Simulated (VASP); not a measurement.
# Sb in VASP: further runs

The runs below take Sb through electric field gradients, with PBEsol.

All numbers are computed with VASP 6.6.1; they aren't measurements. Logs are shortened: lines on timing, memory, paths and dates and some standing lists are left out, and cuts for length are marked.

## (1) The cell of the first run

Symmetry: Pm-3m, No. 221, cubic system. The conventional cell has a = 3.095 Å, b = 3.095 Å, c = 3.095 Å, α = 90.00°, β = 90.00°, γ = 90.00°. Within 4.1 Å of Sb (site symmetry m-3m) lie 6 Sb at 3.10 Å.

## (2) Electric field gradients, PBEsol (volume scaled by 0.94)

Input file INCAR:

```
PREC     = Accurate       # precision mode
ENCUT    = 520            # plane-wave cutoff, eV
EDIFF    = 1E-8           # SCF threshold, eV
ISMEAR   = -1             # smearing method
SIGMA    = 0.05           # smearing width, eV
LREAL    = False          # projectors in reciprocal space
LASPH    = True           # aspherical terms in the spheres
NELM     = 80             # most SCF steps
ALGO     = Normal         # electronic algorithm
ISIF     = 2              # what is computed and relaxed
LWAVE    = False          # write WAVECAR
LCHARG   = False          # write CHGCAR
GGA      = PS             # functional
LEFG     = True         
NBANDS   = 8              # bands
```

Input file KPOINTS:

```
regular mesh
0
Gamma
  13 13 13
```

Input file POSCAR:

```
Sb
1.0
    3.0954921035      0.0000000000      0.0000000000
    0.0000000000      3.0954921035      0.0000000000
    0.0000000000      0.0000000000      3.0954921035
Sb
1
Direct
    0.0000000000      0.0000000000      0.0000000000
```

Potentials or basis: VASP PAW PBE potentials, release 64 (Sb).

Started as:

```bash
cat potpaw_PBE.64/Sb/POTCAR > POTCAR
mpirun -np 1 vasp_std > vasp.out
```

OUTCAR:

```text
PREC = Accurate
   ENCUT = 520
   EDIFF = 1E-8
   ISMEAR = -1
   LREAL = False
   LASPH = True
   NELM = 80
   ISIF = 2
   GGA = PS

 ion  position               nearest neighbor table
   1  0.000  0.000  0.000-

  LATTYP: Found a simple cubic cell.
 ALAT       =     3.0954921035

  Lattice vectors:

 A1 = (   3.0954921035,   0.0000000000,   0.0000000000)
 A2 = (   0.0000000000,   3.0954921035,   0.0000000000)
 A3 = (   0.0000000000,   0.0000000000,   3.0954921035)

Analysis of symmetry for initial positions (statically):
=====================================================================
 Subroutine PRICEL returns:
 Original cell was already a primitive cell.

 Routine SETGRP: Setting up the symmetry group for a
 simple cubic supercell.

 Subroutine GETGRP returns: Found 48 space group operations
 (whereof 48 operations were pure point group operations)
 out of a pool of 48 trial point group operations.

The static configuration has the point symmetry O_h .

Analysis of symmetry for dynamics (positions and initial velocities):
=====================================================================
 Subroutine PRICEL returns:
 Original cell was already a primitive cell.

 Routine SETGRP: Setting up the symmetry group for a
 simple cubic supercell.

 Subroutine GETGRP returns: Found 48 space group operations
 (whereof 48 operations were pure point group operations)
 out of a pool of 48 trial point group operations.

The dynamic configuration has the point symmetry O_h .

 Subroutine INISYM returns: Found 48 space group operations
 (whereof 48 operations are pure point group operations),
 and found     1 'primitive' translations

----------------------------------------------------------------------------------------

                                     Primitive cell

  volume of cell :      29.6612

  direct lattice vectors                    reciprocal lattice vectors
     3.095492103  0.000000000  0.000000000     0.323050412  0.000000000  0.000000000
     0.000000000  3.095492103  0.000000000     0.000000000  0.323050412  0.000000000
     0.000000000  0.000000000  3.095492103     0.000000000  0.000000000  0.323050412

  length of vectors
     3.095492103  3.095492103  3.095492103     0.323050412  0.323050412  0.323050412

  position of ions in fractional coordinates (direct lattice)
     0.000000000  0.000000000  0.000000000

  ion indices of the primitive-cell ions
   primitive index   ion index
                 1           1

----------------------------------------------------------------------------------------

 KPOINTS: regular mesh

Automatic generation of k-mesh.
 Grid dimensions read from file:
 generate k-points for:   13   13   13

 Generating k-lattice:

  Cartesian coordinates                     Fractional coordinates (reciprocal lattice)
     0.024850032  0.000000000  0.000000000     0.076923077  0.000000000  0.000000000
     0.000000000  0.024850032  0.000000000     0.000000000  0.076923077  0.000000000
     0.000000000  0.000000000  0.024850032     0.000000000  0.000000000  0.076923077

  Length of vectors
     0.024850032  0.024850032  0.024850032

  Shift w.r.t. Gamma in fractional coordinates (k-lattice)
     0.000000000  0.000000000  0.000000000

 Subroutine IBZKPT returns following result:
 ===========================================

 Found     84 irreducible k-points:

 Following reciprocal coordinates:
            Coordinates               Weight
  0.000000  0.000000  0.000000      1.000000
  0.076923  0.000000  0.000000      6.000000
  0.153846  0.000000  0.000000      6.000000
  0.230769  0.000000  0.000000      6.000000
  0.307692  0.000000  0.000000      6.000000
  0.384615  0.000000  0.000000      6.000000
[... 16 lines left out ...]
  0.307692  0.307692  0.000000     12.000000
  0.384615  0.307692  0.000000     24.000000
 [... further k-points ...]
   k-points           NKPTS =     84   k-points in BZ     NKDIM =     84   number of bands    NBANDS=      8
   number of dos      NEDOS =    301   number of ions     NIONS =      1
   total plane-waves  NPLWV =  13824
   dimension x,y,z NGX =    24 NGY =   24 NGZ =   24
   dimension x,y,z NGXF=    48 NGYF=   48 NGZF=   48
   ions per type =               1
   NGX,Y,Z   is equivalent  to a cutoff of  12.89, 12.89, 12.89 a.u.
   NGXF,Y,Z  is equivalent  to a cutoff of  25.78, 25.78, 25.78 a.u.
 SYSTEM =  unknown system
   PREC   = accura    normal or accurate (medium, high low for compatibility)
   ISTART =      0    job   : 0-new  1-cont  2-samecut
   ICHARG =      2    charge: 1-file 2-atom 10-const
   ISPIN  =      1    spin polarized calculation?
   LNONCOLLINEAR =      F non collinear calculations
   LSORBIT =      F    spin-orbit coupling
   LASPH  =      T    aspherical Exc in radial PAW
   ENCUT  =  520.0 eV  38.22 Ry    6.18 a.u.   5.76  5.76  5.76*2*pi/ulx,y,z
   NELM   =     80;   NELMIN=  2; NELMDL= -5     # of ELM steps
   EDIFF  = 0.1E-07   stopping-criterion for ELM
   LREAL  =      F    real-space projection
   EDIFFG = 0.1E-06   stopping-criterion for IOM
   NSW    =      0    number of steps for IOM
   IBRION =     -1    ionic relax: 0-MD 1-quasi-New 2-CG
   NFREE  =      0    steps in history (QN), initial steepest desc. (CG)
   ISIF   =      2    stress and relaxation
   ISYM   =      2    0-nonsym 1-usesym 2-fastsym
   POTIM  = 0.5000    time-step for ionic-motion
   TEBEG  =    0.0;   TEEND  =   0.0 temperature during run
   PSTRESS=    0.0 pullay stress
   NELECT =       5.0000    total number of electrons
   NUPDOWN=      -1.0000    fix difference up-down
   EMIN   =  10.00;   EMAX   =-10.00  energy-range for DOS
[... 5 lines left out ...]
     AMIX     =   0.40;   BMIX     =  1.00
     AMIX_MAG =   1.60;   BMIX_MAG =  1.00
  volume/ion in A,a.u.               =      29.66       200.16
  Fermi-wavevector in a.u.,A,eV,Ry     =   0.904347  1.708968 11.127438  0.817844
  Thomas-Fermi vector in A             =   2.027783
   LORBIT       =      0    0 simple, 1 ext, 2 COOP (PROOUT), +10 PAW based schemes
   GGA     = PS    functional components
   LHFCALC =     F    Hartree Fock is set to
   AEXX    =    0.0000 exact exchange contribution
   IVDW    =     0    specifies the selected vdW correction
   LEPSILON=     F    determine dielectric tensor
   LRPA    =     F    only Hartree local field effects (RPA)
 non-spin polarized calculation
  energy-cutoff  :      520.00
  volume of cell :       29.66
 maximum number of plane-waves:       813
 NGX is ok and might be reduce to    24
   NGX = 11   NGY = 11   NGZ = 11

 number of electron       4.9999999 magnetization

 Free energy of the ion-electron system (eV)
  ---------------------------------------------------
  ext. energy  EPLUGINS =         0.00000000
  ---------------------------------------------------
  free energy    TOTEN  =        -4.54295447 eV

  energy without entropy =       -4.54039481  energy(sigma->0) =       -4.54167464

 E-fermi :   7.1148     XC(G=0):  -9.7777

 val. band max:        7.0766544189   @ k =   0.3077   0.2308   0.1538
 cond. band min:       7.2025893196   @ k =   0.3077   0.2308   0.2308
 fundamental gap:      0.1259349007
 Fermi energy:         7.1147711933

 k-point     1 :       0.0000    0.0000    0.0000
  band No.  band energies     occupation
      1      -5.3861      2.00000
      2      10.3333      0.00000
      3      10.3333      0.00000
      4      10.3333      0.00000
      5      14.0134      0.00000
      6      14.0134      0.00000
      7      15.2280      0.00000
      8      24.8212      0.00000

 k-point     2 :       0.0769    0.0000    0.0000
  band No.  band energies     occupation
      1      -5.2997      2.00000
      2       9.2580      0.00000
      3      10.4187      0.00000
      4      10.4187      0.00000
      5      14.0821      0.00000
      6      14.6126      0.00000
      7      15.8928      0.00000
      8      24.0223      0.00000

 k-point     3 :       0.1538    0.0000    0.0000
  band No.  band energies     occupation
      1      -5.0433      2.00000
      2       7.3796      0.00997
      3      10.6676      0.00000
      4      10.6676      0.00000
      5      14.2867      0.00000
      6      15.0267      0.00000
      7      17.9060      0.00000
      8      22.7074      0.00000
[... 210 lines left out ...]
 k-point    23 :       0.3077    0.3077    0.0000
  band No.  band energies     occupation
      1      -2.7633      2.00000
      2       4.8110      2.00000
      3       5.2548      2.00000
      4      12.7468      0.00000
      5      13.0754      0.00000
      6      16.7953      0.00000
      7      21.0198      0.00000
      8      21.2013      0.00000

 k-point    24 :       0.3846    0.3077    0.0000
  band No.  band energies     occupation
      1      -2.1484      2.00000
      2       3.6049      2.00000
      3       5.5801      2.00000
      4      11.8970      0.00000
      5      13.2250      0.00000
      6      17.4194      0.00000
      7      20.1608      0.00000
      8      20.4778      0.00000

 [... further k-points ...]
[... 5 lines left out ...]
  --------------------------------------------------------------------------------------
  -------------------------------------------------------------------------------------
  Total       -0.3583156     -0.3583156     -0.3583156     -0.0000000      0.0000000      0.0000000
  in kB      -19.3547318    -19.3547318    -19.3547318     -0.0000000      0.0000000      0.0000000
  external PRESSURE =     -19.3547318 kB  Pullay stress =       0.0000000 kB

 VOLUME and BASIS-vectors are now :
 -----------------------------------------------------------------------------
  energy-cutoff  :      520.00
  volume of cell :       29.66
      direct lattice vectors                 reciprocal lattice vectors
     3.095492103  0.000000000  0.000000000     0.323050412  0.000000000  0.000000000
     0.000000000  3.095492103  0.000000000     0.000000000  0.323050412  0.000000000
     0.000000000  0.000000000  3.095492103     0.000000000  0.000000000  0.323050412

 POSITION                                       TOTAL-FORCE (eV/Angst)
 -----------------------------------------------------------------------------------
      0.00000      0.00000      0.00000         0.000000      0.000000      0.000000
 -----------------------------------------------------------------------------------
    total drift:                               -0.000000      0.000000      0.000000

  FREE ENERGIE OF THE ION-ELECTRON SYSTEM (eV)
  ---------------------------------------------------
  free  energy   TOTEN  =        -4.5429544657 eV

  energy  without entropy=       -4.5403948107  energy(sigma->0) =       -4.54167464

 Electric field gradients (V/A^2)
---------------------------------------------------------------------
 ion       V_xx      V_yy      V_zz      V_xy      V_xz      V_yz
---------------------------------------------------------------------
   1      -0.000    -0.000     0.000     0.000     0.000     0.000
---------------------------------------------------------------------

 Electric field gradients after diagonalization (V/A^2)
 (convention: |V_zz| > |V_xx| > |V_yy|)
----------------------------------------------------------------------
 ion       V_xx      V_yy      V_zz     asymmetry (V_yy - V_xx)/ V_zz
----------------------------------------------------------------------
   1      -0.000     0.000    -0.000      -0.850
----------------------------------------------------------------------

           NMR quadrupolar parameters

 Cq : quadrupolar parameter    Cq=e*Q*V_zz/h
 eta: asymmetry parameters     (V_yy - V_xx)/ V_zz
 Q  : nuclear electric quadrupole moment in mb (millibarn)
----------------------------------------------------------------------
 ion       Cq(MHz)       eta       Q (mb)
----------------------------------------------------------------------
   1      -0.000      -0.850       1.000
----------------------------------------------------------------------
```

It took 5.4 s on 1 thread of Intel Xeon 6975P-C (Granite Rapids), shared host; peak memory 0.14 GiB.

Results:

| Property | Result |
| --- | --- |
| Free energy | -4.5430 eV |
| Pressure | -1.9 GPa |

Caveat: without QUAD_EFG the Cq values of the log hold for a quadrupole moment of 1 mb, not for the nuclei; the PAW data sets were made with another functional, which shifts forces and pressure a little; spin-orbit coupling is left out, which moves the levels of the heavy elements.

## (3) Electric field gradients, PBEsol (volume scaled by 0.97)

Input file INCAR:

```
PREC = Accurate
ENCUT = 520
EDIFF = 1E-8
ISMEAR = -1
SIGMA = 0.05
LREAL = False
LASPH = True
NELM = 100
ALGO = Normal
ISIF = 2
LWAVE = False
LCHARG = False
GGA = PS
LEFG = True
NBANDS = 8
```

KPOINTS is that of step 2.

Input file POSCAR:

```
Sb
1.0
    3.1280786256      0.0000000000      0.0000000000
    0.0000000000      3.1280786256      0.0000000000
    0.0000000000      0.0000000000      3.1280786256
Sb
1
Direct
    0.0000000000      0.0000000000      0.0000000000
```

Potentials or basis: VASP PAW PBE potentials, release 64 (Sb).

Started as:

```bash
cat potpaw_PBE.64/Sb/POTCAR > POTCAR
mpirun -np 1 vasp_std > vasp.out
```

OUTCAR:

```text
PREC = Accurate
   ENCUT = 520
   EDIFF = 1E-8
   ISMEAR = -1
   LREAL = False
   LASPH = True
   NELM = 100
   ISIF = 2
   GGA = PS

 ion  position               nearest neighbor table
   1  0.000  0.000  0.000-

  LATTYP: Found a simple cubic cell.
 ALAT       =     3.1280786256

  Lattice vectors:

 A1 = (   3.1280786256,   0.0000000000,   0.0000000000)
 A2 = (   0.0000000000,   3.1280786256,   0.0000000000)
 A3 = (   0.0000000000,   0.0000000000,   3.1280786256)

Analysis of symmetry for initial positions (statically):
=====================================================================
 Subroutine PRICEL returns:
 Original cell was already a primitive cell.

 Routine SETGRP: Setting up the symmetry group for a
 simple cubic supercell.

 Subroutine GETGRP returns: Found 48 space group operations
 (whereof 48 operations were pure point group operations)
 out of a pool of 48 trial point group operations.

The static configuration has the point symmetry O_h .

Analysis of symmetry for dynamics (positions and initial velocities):
=====================================================================
 Subroutine PRICEL returns:
 Original cell was already a primitive cell.

 Routine SETGRP: Setting up the symmetry group for a
 simple cubic supercell.

 Subroutine GETGRP returns: Found 48 space group operations
 (whereof 48 operations were pure point group operations)
 out of a pool of 48 trial point group operations.

[... 145 lines left out ...]

 E-fermi :   6.7209     XC(G=0):  -9.6461

 val. band max:        6.6930265976   @ k =   0.3077   0.2308   0.1538
 cond. band min:       6.7793036011   @ k =   0.3846   0.3077   0.3077
 fundamental gap:      0.0862770035
 Fermi energy:         6.7208689982

 k-point     1 :       0.0000    0.0000    0.0000
  band No.  band energies     occupation
      1      -5.5384      2.00000
      2       9.8622      0.00000
      3       9.8622      0.00000
      4       9.8622      0.00000
      5      13.5904      0.00000
      6      13.5904      0.00000
      7      14.6453      0.00000
      8      24.2484      0.00000
[... 243 lines left out ...]
 k-point    24 :       0.3846    0.3077    0.0000
  band No.  band energies     occupation
      1      -2.4302      2.00000
      2       3.3423      2.00000
      3       5.2332      2.00000
      4      11.5371      0.00000
      5      12.6112      0.00000
      6      16.9047      0.00000
      7      19.6308      0.00000
      8      19.9691      0.00000

 [... further k-points ...]
[... 5 lines left out ...]
  --------------------------------------------------------------------------------------
  -------------------------------------------------------------------------------------
  Total       -0.6774688     -0.6774688     -0.6774688     -0.0000000     -0.0000000     -0.0000000
  in kB      -35.4622975    -35.4622975    -35.4622975     -0.0000000     -0.0000000     -0.0000000
  external PRESSURE =     -35.4622975 kB  Pullay stress =       0.0000000 kB

 VOLUME and BASIS-vectors are now :
 -----------------------------------------------------------------------------
  energy-cutoff  :      520.00
  volume of cell :       30.61
      direct lattice vectors                 reciprocal lattice vectors
     3.128078626  0.000000000  0.000000000     0.319685059  0.000000000  0.000000000
     0.000000000  3.128078626  0.000000000     0.000000000  0.319685059  0.000000000
     0.000000000  0.000000000  3.128078626     0.000000000  0.000000000  0.319685059

 POSITION                                       TOTAL-FORCE (eV/Angst)
 -----------------------------------------------------------------------------------
      0.00000      0.00000      0.00000         0.000000      0.000000      0.000000
 -----------------------------------------------------------------------------------
    total drift:                               -0.000000      0.000000      0.000000

  FREE ENERGIE OF THE ION-ELECTRON SYSTEM (eV)
  ---------------------------------------------------
  free  energy   TOTEN  =        -4.5266065747 eV

  energy  without entropy=       -4.5237831671  energy(sigma->0) =       -4.52519487

 Electric field gradients (V/A^2)
---------------------------------------------------------------------
 ion       V_xx      V_yy      V_zz      V_xy      V_xz      V_yz
---------------------------------------------------------------------
   1      -0.000     0.000    -0.000     0.000     0.000     0.000
---------------------------------------------------------------------

 Electric field gradients after diagonalization (V/A^2)
 (convention: |V_zz| > |V_xx| > |V_yy|)
----------------------------------------------------------------------
 ion       V_xx      V_yy      V_zz     asymmetry (V_yy - V_xx)/ V_zz
----------------------------------------------------------------------
   1      -0.000     0.000    -0.000      -0.488
----------------------------------------------------------------------

           NMR quadrupolar parameters

 Cq : quadrupolar parameter    Cq=e*Q*V_zz/h
 eta: asymmetry parameters     (V_yy - V_xx)/ V_zz
 Q  : nuclear electric quadrupole moment in mb (millibarn)
----------------------------------------------------------------------
 ion       Cq(MHz)       eta       Q (mb)
----------------------------------------------------------------------
   1      -0.000      -0.488       1.000
----------------------------------------------------------------------
```

stdout:

```text
POSCAR found type information on POSCAR Sb
 POSCAR found :  1 types and       1 ions
 scaLAPACK will be used
 -----------------------------------------------------------------------------
|                                                                             |
|                                                                             |
|     You enforced a specific xc type in the INCAR file but a different       |
|     I HOPE YOU KNOW WHAT YOU ARE DOING!                                     |
|                                                                             |
 -----------------------------------------------------------------------------

 LDA part: xc-table for (Slater+PW92), standard interpolation
 POSCAR, INCAR and KPOINTS ok, starting setup
 FFT: planning ... GRIDC
 FFT: planning ... GRID_SOFT
 FFT: planning ... GRID
 WAVECAR not read
 entering main loop
ion   1
```

Run time: 5.3 s. Hardware: 1 thread of Intel Xeon 6975P-C (Granite Rapids), shared host; peak memory 0.14 GiB.

What came out:

```
Free energy : -4.5266 eV
Pressure    : -3.5 GPa
```

Levels at points of the mesh, in eV from the Fermi level:
```tsv
k point	band 1	band 2	band 3	band 4	band 5
(0.00, 0.00, 0.00)	-12.26	3.14	3.14	3.14	6.87
```

Caveat: without QUAD_EFG the Cq values of the log hold for a quadrupole moment of 1 mb, not for the nuclei; the PAW data sets were made with another functional, which shifts forces and pressure a little; spin-orbit coupling is left out, which moves the levels of the heavy elements.

[end of part 1 of 3]
